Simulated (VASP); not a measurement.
Set up this calculation in VASP 6.6.1, as the native input.

* Task: single point
* Functional: PBE
* Potentials or basis: VASP PAW PBE potentials, release 64 (Ba_sv, Ti_sv, O)
* Cutoff: 520 eV
* k mesh: 4 × 4 × 4
* Occupations: fermi-dirac, width 0.05 eV
* Spin: no spin polarisation
* Dipole correction: no
* Further INCAR settings: ALGO = Normal; EDIFF = 1e-06; NBANDS = 28

The structure of BaTiO3 lies in POSCAR:

```
BaTiO3
1.0
    3.9632551181      0.0000000000      0.0000000000
    0.0000000000      3.9632551181      0.0000000000
    0.0000000000      0.0000000000      4.0678796257
Ba Ti O
1 1 3
Direct
    0.0000000000      0.0000000000     -0.0029527571
    0.5000000000      0.5000000000      0.4803517170
    0.5000000000      0.5000000000      0.0291788781
    0.5000000000      0.0000000000      0.5182110810
    0.0000000000      0.5000000000      0.5182110810
```

These files were run (other wordings do the same):

INCAR

```
PREC = Accurate
ENCUT = 520
EDIFF = 1E-6
ISMEAR = -1
SIGMA = 0.05
LREAL = F
LASPH = T
NELM = 60
ALGO = Normal
ISIF = 2
LWAVE = F
LCHARG = F
GGA = PE
NBANDS = 28
```

KPOINTS

```
regular mesh
0
Gamma
  4 4 4
```

Potentials or basis: VASP PAW PBE potentials, release 64 (Ba_sv, Ti_sv, O).

Launch:

```console
$ cat potpaw_PBE.64/Ba_sv/POTCAR potpaw_PBE.64/Ti_sv/POTCAR potpaw_PBE.64/O/POTCAR > POTCAR
$ mpirun -np 1 vasp_std > vasp.out
```

Results of the run:

```json
{"Pressure": "6.8 GPa", "Largest force": "0.065 eV/Å", "Band gap on the k mesh": "1.82 eV, indirect (least direct gap 2.26 eV)"}
```

Caveat: spin-orbit coupling is left out, which moves the levels of the heavy elements.

Wall time 15 s on 1 thread of Intel(R) Xeon(R) 6975P-C (Granite Rapids), on a shared host, peak memory 0.18 GiB.
